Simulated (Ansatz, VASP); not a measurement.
# Ni in VASP and in Ansatz

INCAR

```
ALGO = Normal
EDIFF = 1E-6
ENCUT = 600
GGA_COMPAT = F
ISIF = 2
ISMEAR = -1
LASPH = T
LCHARG = F
LREAL = F
LWAVE = F
NBANDS = 11
NELM = 120
PREC = Accurate
SIGMA = 0.6
```

KPOINTS

```
k-points
0
Gamma
  16 16 16
```

Contents of POSCAR:

```
Ni
1.0
    0.0000000000      1.7104399105      1.7104399105
    1.7104399105      0.0000000000      1.7104399105
    1.7104399105      1.7104399105      0.0000000000
Ni
1
Direct
    0.0000000000      0.0000000000      0.0000000000
```

Input for Ansatz:

```yaml
crystal:
  lattice:
    - [0.0, 1.7104399105, 1.7104399105]
    - [1.7104399105, 0.0, 1.7104399105]
    - [1.7104399105, 1.7104399105, 0.0]
  atoms:
    - { symbol: Ni, position: [0.0, 0.0, 0.0] }
hamiltonian:
  xc: lda
  pseudopotentials:
    kind: paw
    azcp:
      Ni: "pseudopotentials/Ni.paw.azcp"
basis:
  ecutwfc: 420
  fft_grid_basis: typed
kpoints:
  mp_grid: { grid: [16, 16, 16], shift: [0, 0, 0] }
magnetization:
  spin_polarized: false
scf:
  occupations: { method: fermi_dirac, width: 0.6 }
  lower_state_search: "off"
output:
  stress: true
```

Alike in both runs: task single point; functional LDA; k mesh 16 × 16 × 16; occupations fermi-dirac, width 0.6 eV; no spin polarisation.

|  | VASP | Ansatz |
| --- | --- | --- |
| version | VASP 6.6.1 | Ansatz 0.2.0 |
| potentials or method | VASP PAW LDA potentials, release 64 (Ni), cutoff 600 eV | plane waves (420 eV) with PAW, scalar-relativistic |
| valence electrons in the cell | 10 | 18 |

|  | VASP | Ansatz | Ansatz less VASP |
| --- | --- | --- | --- |
| pressure (GPa) | 9.8 | 10.1 | +0.26 |

Ansatz warns that its potentials were made for another functional, while VASP's fit it. LDA's correlation is that of Perdew and Zunger in VASP and of Perdew and Wang (1992) in Ansatz. VASP's potentials hold 10 valence electrons a cell and Ansatz's 18, so a difference there can come from the potentials and not from the codes.
